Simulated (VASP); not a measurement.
Wanted: the native input for a VASP 6.6.1 run.

| Quantity | Value |
| --- | --- |
| Task | single point |
| Functional | PBE |
| Potentials or basis | VASP PAW PBE potentials, release 64 (O) |
| Cutoff | 520 eV |
| k mesh | 9 × 9 × 4 |
| Occupations | gaussian, width 0.1 eV |
| Spin | collinear spin, ferromagnetic start |
| Starting moments | [1.0, 1.0, 1.0] μB |
| Dipole correction | no |
| Further INCAR settings | ALGO = Normal; EDIFF = 1e-06; NBANDS = 20 |

The structure of O lies in POSCAR:

```
O
1.0
    3.9307778780      0.0000000000      0.0000000000
   -1.9653889390      3.4041534990      0.0000000000
    0.0000000000      0.0000000000      6.1119535200
O
3
Direct
    0.6666666700      0.3333333300      0.3541093500
    0.3333333300      0.6666666700      0.6458906500
    0.0000000000      0.0000000000      0.0000000000
```

The input as run:

INCAR

```
SYSTEM = O
PREC = Accurate
ENCUT = 520
EDIFF = 1E-6
ISMEAR = 0
SIGMA = 0.1
LREAL = .False.
LASPH = .True.
NELM = 150
ALGO = Normal
ISIF = 2
LWAVE = .False.
LCHARG = .True.
ISPIN = 2
MAGMOM = 1 1 1
LORBIT = 11
GGA = PE
LELF = .True.
LVHAR = .True.
NBANDS = 20
```

KPOINTS

```
Automatic mesh
0
Gamma
  9 9 4
  0 0 0
```

Potentials or basis: VASP PAW PBE potentials, release 64 (O).

Command:

```sh
$ cat potpaw_PBE.64/O/POTCAR > POTCAR
$ mpirun -np 1 vasp_std > vasp.out
```

It gave:

```json
{
 "Pressure": "-3.6 GPa",
 "Largest force": "0.153 eV/Å",
 "Band gap on the k mesh": "zero (filled and empty bands overlap)",
 "Net moment": "6.00 μB per cell",
 "Site moments": "O +1.61 μB",
 "Valence electrons inside the program's atomic spheres": "O 4.53"
}
```

It took 3.6 min on 1 thread of Intel(R) Xeon(R) Platinum 8488C (Sapphire Rapids) (shared host), peak memory 0.27 GiB.
